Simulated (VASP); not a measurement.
# Rb32Cl33 (a cell with a defect) in VASP: single point with PBEsol

Aim: the single point of Rb32Cl33 (a cell with a defect) with PBEsol.

Everything below comes from runs of VASP 6.6.1. Logs are shortened: lines on timing, memory, paths and dates and some standing lists are left out, and cuts for length are marked.

### 1 The cell of the first run

The cell holds a defect, 65 atoms: a = 13.093 Å, b = 13.093 Å, c = 13.093 Å, α = 90.00°, β = 90.00°, γ = 90.00°.

### 2 Single point, PBEsol

Input file INCAR:

```
ALGO = Normal ; EDIFF = 1E-6
ENCUT = 400 ; GGA = PS
GGA_COMPAT = False ; ISIF = 2
ISMEAR = -1 ; ISYM = -1
LASPH = True ; LCHARG = False
LREAL = Auto ; LWAVE = False
NBANDS = 298 ; NELECT = 518.0
NELM = 120 ; PREC = Accurate
SIGMA = 0.05
```

Input file KPOINTS:

```
explicit points
1
Reciprocal
  0.25000000   0.25000000   0.25000000 1
```

Input file POSCAR:

```
Rb32Cl33
1.0
   13.0932160000      0.0000000000      0.0000000000
    0.0000000000     13.0932160000      0.0000000000
    0.0000000000      0.0000000000     13.0932160000
Cl Rb
33 32
Direct
    0.2489330000      0.9978070000      0.9975330000
    0.2539680000      0.9978450000      0.4963680000
    0.2477470000      0.4978110000      0.9848100000
    0.2542430000      0.4976820000      0.4968890000
    0.7483440000      0.9978460000      0.0016120000
    0.7527790000      0.9980900000      0.5010280000
    0.7446960000      0.4978910000      0.0057650000
    0.7659810000      0.4981070000      0.5026990000
    0.9989120000      0.2496420000      0.9993030000
    0.0063990000      0.2495650000      0.4979330000
    0.9989770000      0.7458720000      0.9993360000
    0.0065730000      0.7461560000      0.4979670000
    0.4975560000      0.2496520000      0.0063140000
    0.5043360000      0.2539100000      0.5042790000
    0.4976200000      0.7464010000      0.0063380000
    0.5044720000      0.7429160000      0.5043410000
    0.9973910000      0.9977680000      0.2494250000
    0.0012130000      0.9978170000      0.7487550000
    0.9855760000      0.4977650000      0.2479850000
    0.0056460000      0.4978630000      0.7447810000
    0.4961870000      0.9980720000      0.2539440000
    0.5005710000      0.9981870000      0.7527720000
    0.4989540000      0.4978820000      0.2516220000
    0.5024300000      0.4981850000      0.7651560000
    0.2459900000      0.2533990000      0.2460960000
    0.2520890000      0.2495340000      0.7439310000
    0.2460700000      0.7423170000      0.2461280000
    0.2521850000      0.7460910000      0.7439540000
    0.7439250000      0.2494600000      0.2524660000
    0.7507170000      0.2498550000      0.7511180000
    0.7440080000      0.7461950000      0.2525050000
    0.7507590000      0.7459870000      0.7511030000
    0.3767230000      0.4977070000      0.3741210000
    0.9981050000      0.9977750000      0.9985540000
    0.0023520000      0.9978500000      0.4995200000
    0.9925800000      0.4977400000      0.9925930000
    0.0011090000      0.4978390000      0.4973370000
    0.4991040000      0.9980230000      0.0023450000
    0.5043180000      0.9983290000      0.5043400000
    0.4972770000      0.4980030000      0.9999370000
    0.5381540000      0.4985850000      0.5376520000
    0.2483280000      0.2450150000      0.9945130000
    0.2546690000      0.2401730000      0.4957010000
    0.2483760000      0.7506140000      0.9944750000
    0.2548400000      0.7554670000      0.4956970000
    0.7480930000      0.2468510000      0.0019270000
    0.7558600000      0.2452850000      0.5017440000
    0.7481560000      0.7488520000      0.0019550000
    0.7561100000      0.7509260000      0.5017450000
    0.2458360000      0.9978620000      0.2460020000
    0.2504750000      0.9978180000      0.7479860000
    0.2132110000      0.4979110000      0.2127260000
    0.2529960000      0.4978100000      0.7496970000
    0.7477880000      0.9978450000      0.2508550000
    0.7513950000      0.9979520000      0.7518230000
    0.7507120000      0.4978170000      0.2531990000
    0.7578910000      0.4979290000      0.7578810000
    0.9944430000      0.2449710000      0.2486150000
    0.0014530000      0.2467510000      0.7485630000
    0.9944830000      0.7505580000      0.2486650000
    0.0015400000      0.7489100000      0.7486000000
    0.4956410000      0.2404300000      0.2546590000
    0.5014170000      0.2454190000      0.7557630000
    0.4957150000      0.7556890000      0.2546690000
    0.5014610000      0.7509510000      0.7558320000
```

Potentials or basis: VASP PAW PBE potentials, release 64 (Cl, Rb_sv).

Launch:

```
cat potpaw_PBE.64/Cl/POTCAR potpaw_PBE.64/Rb_sv/POTCAR > POTCAR
mpirun -np 1 vasp_std > vasp.out
```

OUTCAR:

```text
EDIFF = 1E-6
   ENCUT = 400
   GGA = PS
   ISIF = 2
   ISMEAR = -1
   ISYM = -1
   LASPH = True
   LREAL = Auto
   NELECT = 518.0
   NELM = 120
   PREC = Accurate

 ion  position               nearest neighbor table
   1  0.249  0.998  0.998-  44 3.24  42 3.24  50 3.25  51 3.27  38 3.28  34 3.28
   2  0.254  0.998  0.496-  43 3.17  45 3.17  39 3.28  50 3.28  35 3.29  51 3.29
   3  0.248  0.498  0.985-  52 3.02  53 3.08  40 3.27  42 3.31  44 3.31  36 3.34
   4  0.254  0.498  0.497-  33 2.27  53 3.31  37 3.31  43 3.37  45 3.38  41 3.76  52 3.76
   5  0.748  0.998  0.002-  48 3.26  46 3.26  38 3.26  54 3.26  34 3.27  55 3.27
   6  0.753  0.998  0.501-  49 3.24  47 3.24  39 3.25  35 3.27  54 3.28  55 3.28
   7  0.745  0.498  0.006-  40 3.24  56 3.24  36 3.25  57 3.25  48 3.29  46 3.29
   8  0.766  0.498  0.503-  41 3.02  37 3.08  56 3.27  49 3.31  47 3.31  57 3.34
   9  0.999  0.250  0.999-  36 3.25  58 3.27  42 3.27  59 3.28  46 3.28  34 3.30
  10  0.006  0.250  0.498-  37 3.25  43 3.25  58 3.27  47 3.28  59 3.28  35 3.30
[... 10 lines left out ...]
  21  0.496  0.998  0.254-  62 3.17  64 3.17  50 3.28  39 3.28  38 3.29  54 3.29
  22  0.501  0.998  0.753-  63 3.24  65 3.24  39 3.25  38 3.27  51 3.28  55 3.28
  23  0.499  0.498  0.252-  33 2.27  40 3.30  56 3.30  62 3.37  64 3.38  52 3.78  41 3.78
  24  0.502  0.498  0.765-  41 3.02  40 3.07  53 3.27  65 3.31  63 3.31  57 3.35
  25  0.246  0.253  0.246-  52 3.26  43 3.27  62 3.28  58 3.30  42 3.30  50 3.35
  26  0.252  0.250  0.744-  53 3.25  43 3.25  63 3.27  42 3.28  59 3.28  51 3.30
  27  0.246  0.742  0.246-  52 3.26  45 3.27  64 3.28  60 3.30  44 3.30  50 3.35
  28  0.252  0.746  0.744-  53 3.25  45 3.25  65 3.27  44 3.28  61 3.28  51 3.30
  29  0.744  0.249  0.252-  56 3.25  62 3.25  47 3.27  46 3.28  58 3.28  54 3.29
  30  0.751  0.250  0.751-  57 3.25  63 3.27  47 3.27  59 3.28  46 3.28  55 3.30
  31  0.744  0.746  0.253-  56 3.25  64 3.25  49 3.27  60 3.28  48 3.28  54 3.30
  32  0.751  0.746  0.751-  57 3.25  65 3.27  49 3.27  61 3.28  48 3.28  55 3.30
  33  0.377  0.498  0.374-  23 2.27   4 2.27  52 3.01  41 3.01  62 4.03  64 4.04  43 4.06  45 4.06
[... 48 lines left out ...]
                            61 4.58  59 4.58  48 4.59  46 4.59  40 4.66  37 4.67  47 4.71  63 4.71
  58  0.994  0.245  0.249-  17 3.24   9 3.27  10 3.27  29 3.28  25 3.30  19 3.31  52 4.40  47 4.55
                            46 4.56  54 4.57  56 4.60  34 4.60  35 4.61  50 4.62  37 4.64  43 4.70
  59  0.001  0.247  0.749-  18 3.26  26 3.28  10 3.28  30 3.28   9 3.28  20 3.29  47 4.56  42 4.56
                            57 4.58  36 4.58  35 4.61  51 4.61  55 4.62  34 4.62  37 4.65  53 4.65
  60  0.994  0.751  0.249-  17 3.24  11 3.27  12 3.27  31 3.28  27 3.30  19 3.31  52 4.40  49 4.55
                            48 4.56  54 4.57  56 4.60  34 4.60  35 4.61  50 4.62  37 4.64  45 4.70
  61  0.002  0.749  0.749-  18 3.26  12 3.28  28 3.28  11 3.28  32 3.28  20 3.29  49 4.56  44 4.56
                            57 4.58  36 4.59  51 4.61  35 4.61  34 4.62  55 4.62  37 4.65  53 4.65
  62  0.496  0.240  0.255-  21 3.17  29 3.25  13 3.25  25 3.28  14 3.28  23 3.37  33 4.03  43 4.46
                            39 4.56  50 4.56  38 4.58  54 4.58  46 4.68  47 4.70  42 4.70  40 4.74
  63  0.501  0.245  0.756-  22 3.24  30 3.27  26 3.27  13 3.28  14 3.29  24 3.31  41 4.40  42 4.56
                            46 4.56  38 4.57  40 4.60  55 4.61  39 4.62  51 4.62  53 4.64  43 4.69
  64  0.496  0.756  0.255-  21 3.17  31 3.25  15 3.25  27 3.28  16 3.28  23 3.38  33 4.04  45 4.46
                            50 4.56  39 4.56  54 4.58  38 4.58  48 4.68  49 4.70  44 4.70  40 4.74
  65  0.501  0.751  0.756-  22 3.24  32 3.27  28 3.27  15 3.28  16 3.29  24 3.31  41 4.39  44 4.55
                            48 4.56  38 4.57  55 4.60  40 4.60  51 4.61  39 4.62  53 4.64  45 4.69

IMPORTANT INFORMATION: All symmetrisations will be switched off!
NOSYMM: (Re-)initialisation of all symmetry stuff for point group C_1.

----------------------------------------------------------------------------------------

                                     Primitive cell

  volume of cell :    2244.6002

  direct lattice vectors                    reciprocal lattice vectors
    13.093216000  0.000000000  0.000000000     0.076375430  0.000000000  0.000000000
     0.000000000 13.093216000  0.000000000     0.000000000  0.076375430  0.000000000
     0.000000000  0.000000000 13.093216000     0.000000000  0.000000000  0.076375430

  length of vectors
    13.093216000 13.093216000 13.093216000     0.076375430  0.076375430  0.076375430

  position of ions in fractional coordinates (direct lattice)
     0.248933000  0.997807000  0.997533000
     0.253968000  0.997845000  0.496368000
     0.247747000  0.497811000  0.984810000
     0.254243000  0.497682000  0.496889000
     0.748344000  0.997846000  0.001612000
     0.752779000  0.998090000  0.501028000
[... 57 lines left out ...]
     0.495715000  0.755689000  0.254669000
     0.501461000  0.750951000  0.755832000

  ion indices of the primitive-cell ions
   primitive index   ion index
                 1           1
                 2           2
                 3           3
                 4           4
                 5           5
                 6           6
[... 57 lines left out ...]
                64          64
                65          65

----------------------------------------------------------------------------------------

 KPOINTS: explicit points

Read explicit list of k-points.

 Found      1 k-points:

 Following reciprocal coordinates:
            Coordinates               Weight
  0.250000  0.250000  0.250000      1.000000
   k-points           NKPTS =      1   k-points in BZ     NKDIM =      1   number of bands    NBANDS=    298
   number of dos      NEDOS =    301   number of ions     NIONS =     65
   total plane-waves  NPLWV = 729000
   dimension x,y,z NGX =    90 NGY =   90 NGZ =   90
   dimension x,y,z NGXF=   180 NGYF=  180 NGZF=  180
   ions per type =              33  32
   NGX,Y,Z   is equivalent  to a cutoff of  11.43, 11.43, 11.43 a.u.
   NGXF,Y,Z  is equivalent  to a cutoff of  22.85, 22.85, 22.85 a.u.
 SYSTEM =  unknown system
   PREC   = accura    normal or accurate (medium, high low for compatibility)
   ISTART =      0    job   : 0-new  1-cont  2-samecut
   ICHARG =      2    charge: 1-file 2-atom 10-const
   ISPIN  =      1    spin polarized calculation?
   LNONCOLLINEAR =      F non collinear calculations
   LSORBIT =      F    spin-orbit coupling
   LASPH  =      T    aspherical Exc in radial PAW
   ENCUT  =  400.0 eV  29.40 Ry    5.42 a.u.  21.35 21.35 21.35*2*pi/ulx,y,z
   NELM   =    120;   NELMIN=  2; NELMDL= -5     # of ELM steps
   EDIFF  = 0.1E-05   stopping-criterion for ELM
   LREAL  =      T    real-space projection
   EDIFFG = 0.1E-04   stopping-criterion for IOM
   NSW    =      0    number of steps for IOM
   IBRION =     -1    ionic relax: 0-MD 1-quasi-New 2-CG
   NFREE  =      0    steps in history (QN), initial steepest desc. (CG)
   ISIF   =      2    stress and relaxation
   ISYM   =     -1    0-nonsym 1-usesym 2-fastsym
   POTIM  = 0.5000    time-step for ionic-motion
   TEBEG  =    0.0;   TEEND  =   0.0 temperature during run
   PSTRESS=    0.0 pullay stress
   NELECT =     518.0000    total number of electrons
   NUPDOWN=      -1.0000    fix difference up-down
   EMIN   =  10.00;   EMAX   =-10.00  energy-range for DOS
   EFERMI =   0.00;   METHOD = LEGACY
   ISMEAR =    -1;   SIGMA  =   0.05  broadening in eV -4-tet -1-fermi 0-gaus
   EFERMI_NEDOS =   21; number of points for ismear=-14 and -15
   IALGO  =     38    algorithm
   IMIX   =      4    mixing-type and parameters
     AMIX     =   0.40;   BMIX     =  1.00
     AMIX_MAG =   1.60;   BMIX_MAG =  1.00
  volume/ion in A,a.u.               =      34.53       233.04
  Fermi-wavevector in a.u.,A,eV,Ry     =   1.004165  1.897597 13.719399  1.008347
  Thomas-Fermi vector in A             =   2.136763
   LORBIT       =      0    0 simple, 1 ext, 2 COOP (PROOUT), +10 PAW based schemes
   GGA     = PS    functional components
   LHFCALC =     F    Hartree Fock is set to
   AEXX    =    0.0000 exact exchange contribution
   IVDW    =     0    specifies the selected vdW correction
   LEPSILON=     F    determine dielectric tensor
   LRPA    =     F    only Hartree local field effects (RPA)
 non-spin polarized calculation
  energy-cutoff  :      400.00
  volume of cell :     2244.60
 maximum number of plane-waves:     40759
 NGX is ok and might be reduce to    90
   NGX = 43   NGY = 43   NGZ = 43

 number of electron     517.9999987 magnetization

 Free energy of the ion-electron system (eV)
  ---------------------------------------------------
  ext. energy  EPLUGINS =         0.00000000
  ---------------------------------------------------
  free energy    TOTEN  =      -221.20400142 eV

  energy without entropy =     -221.20400141  energy(sigma->0) =     -221.20400142

 E-fermi :  -0.6963     XC(G=0):  -7.6294

 val. band max:       -1.7882570745   @ k =   0.2500   0.2500   0.2500
 cond. band min:       0.3020716379   @ k =   0.2500   0.2500   0.2500
 fundamental gap:      2.0903287123
 Fermi energy:        -0.6963244744

 k-point     1 :       0.2500    0.2500    0.2500
  band No.  band energies     occupation
      1     -25.8421      2.00000
      2     -25.8394      2.00000
      3     -25.6796      2.00000
      4     -25.6773      2.00000
      5     -25.6740      2.00000
      6     -25.6716      2.00000
[... 263 lines left out ...]
    270       4.8434      0.00000
    271       4.8811      0.00000
 [bands above 271 left out]

------------------------ aborting loop because EDIFF is reached ----------------------------------------

  FORCE on cell =-STRESS in cart. coord.  units (eV):
  Direction    XX          YY          ZZ          XY          YZ          ZX
  --------------------------------------------------------------------------------------
  -------------------------------------------------------------------------------------
  Total        0.7313670     -3.2600680      0.7466552     -0.0084858     -0.0125403      1.3443755
  in kB        0.5220438     -2.3270100      0.5329564     -0.0060571     -0.0089512      0.9596043
  external PRESSURE =      -0.4240033 kB  Pullay stress =       0.0000000 kB

 VOLUME and BASIS-vectors are now :
 -----------------------------------------------------------------------------
  energy-cutoff  :      400.00
  volume of cell :     2244.60
      direct lattice vectors                 reciprocal lattice vectors
    13.093216000  0.000000000  0.000000000     0.076375430  0.000000000  0.000000000
     0.000000000 13.093216000  0.000000000     0.000000000  0.076375430  0.000000000
     0.000000000  0.000000000 13.093216000     0.000000000  0.000000000  0.076375430

 POSITION                                       TOTAL-FORCE (eV/Angst)
 -----------------------------------------------------------------------------------
      3.25933     13.06450     13.06092         0.000866      0.000254     -0.000068
      3.32526     13.06500      6.49905        -0.000197     -0.000087      0.000047
      3.24380      6.51795     12.89433        -0.000372      0.000330     -0.003713
      3.32886      6.51626      6.50588         0.008374      0.001346     -0.010911
      9.79823     13.06501      0.02111         0.000180      0.000308     -0.000231
      9.85630     13.06821      6.56007         0.000371     -0.000081     -0.000724
[... 57 lines left out ...]
      6.49050      9.89440      3.33444        -0.000268     -0.000026     -0.000311
      6.56574      9.83236      9.89627         0.000707     -0.000652      0.001381
 -----------------------------------------------------------------------------------
    total drift:                                0.000635      0.004747     -0.000906

  FREE ENERGIE OF THE ION-ELECTRON SYSTEM (eV)
  ---------------------------------------------------
  free  energy   TOTEN  =      -221.2040014203 eV

  energy  without entropy=     -221.2040014108  energy(sigma->0) =     -221.20400142
```

It took 17 min on 1 thread of Intel Xeon Platinum 8375C at 2.90GHz (Ice Lake), shared host; peak memory 1.4 GiB.

Results:

```
Free energy   : -221.2040 eV
Largest force : 0.017 eV/Å
```

Forces on the atoms (eV/Å):
```
Cl   0.001  0.000  0.000
Cl   0.000  0.000  0.000
Cl   0.000  0.000 -0.004
Cl   0.008  0.001 -0.011
Cl   0.000  0.000  0.000
Cl   0.000  0.000 -0.001
Cl  -0.001 -0.001  0.000
Cl   0.004 -0.001 -0.001
Cl   0.001  0.000  0.000
Cl   0.000 -0.001  0.001
Cl   0.001  0.001  0.000
Cl   0.000  0.001  0.001
Cl   0.001  0.000  0.000
Cl   0.001  0.001  0.001
Cl   0.001 -0.001  0.000
Cl   0.001 -0.002 -0.001
Cl   0.000  0.000 -0.001
Cl   0.000  0.000  0.000
Cl  -0.005  0.000 -0.002
Cl   0.000 -0.001 -0.001
Cl   0.000 -0.001  0.001
Cl   0.001 -0.001  0.001
Cl  -0.012  0.002  0.012
Cl   0.001 -0.001  0.004
Cl  -0.001  0.000 -0.002
Cl   0.000 -0.001  0.001
Cl   0.000  0.001 -0.002
Cl   0.000  0.002  0.000
Cl   0.001  0.001  0.000
Cl   0.001 -0.001  0.000
Cl   0.000  0.000  0.000
Cl   0.001  0.001  0.000
Cl  -0.003  0.001  0.005
Rb   0.000  0.000  0.000
Rb   0.001  0.000  0.000
Rb   0.001  0.001  0.001
Rb   0.004  0.000  0.000
Rb   0.000  0.000  0.001
Rb   0.000 -0.001  0.000
Rb  -0.003  0.000  0.005
Rb  -0.003 -0.002 -0.002
Rb  -0.001  0.002 -0.002
Rb   0.000 -0.001  0.000
Rb  -0.002 -0.001 -0.001
Rb  -0.001  0.002  0.000
Rb   0.002 -0.001 -0.001
Rb   0.001  0.001  0.001
Rb   0.002  0.001 -0.001
Rb   0.000 -0.002  0.001
Rb   0.001  0.000  0.000
Rb   0.001  0.001 -0.001
Rb  -0.002 -0.001  0.000
Rb   0.002  0.000 -0.004
Rb   0.000  0.001  0.001
Rb   0.001  0.000  0.001
Rb  -0.005  0.001  0.002
Rb  -0.001  0.000 -0.001
Rb   0.000  0.001  0.000
Rb   0.002  0.001 -0.001
Rb   0.000  0.000 -0.001
Rb   0.002 -0.001 -0.001
Rb   0.000 -0.002  0.000
Rb   0.000 -0.001  0.001
Rb   0.000  0.000  0.000
Rb   0.001 -0.001  0.001
```

Levels at points of the mesh, in eV from the Fermi level:
```csv
k point,band 255,band 256,band 257,band 258,band 259,band 260,band 261,band 262,band 263,band 264
"(0.25, 0.25, 0.25)",-1.14,-1.13,-1.13,-1.10,-1.09,1.00,4.18,4.85,4.94,4.94
```

Caveat: the cell carries a net charge on a neutralising background, which shifts energy and pressure; the cell is charged against a uniform background, so pressure and absolute levels hang on convention; the PAW data sets were made with another functional, which shifts forces and pressure a little.
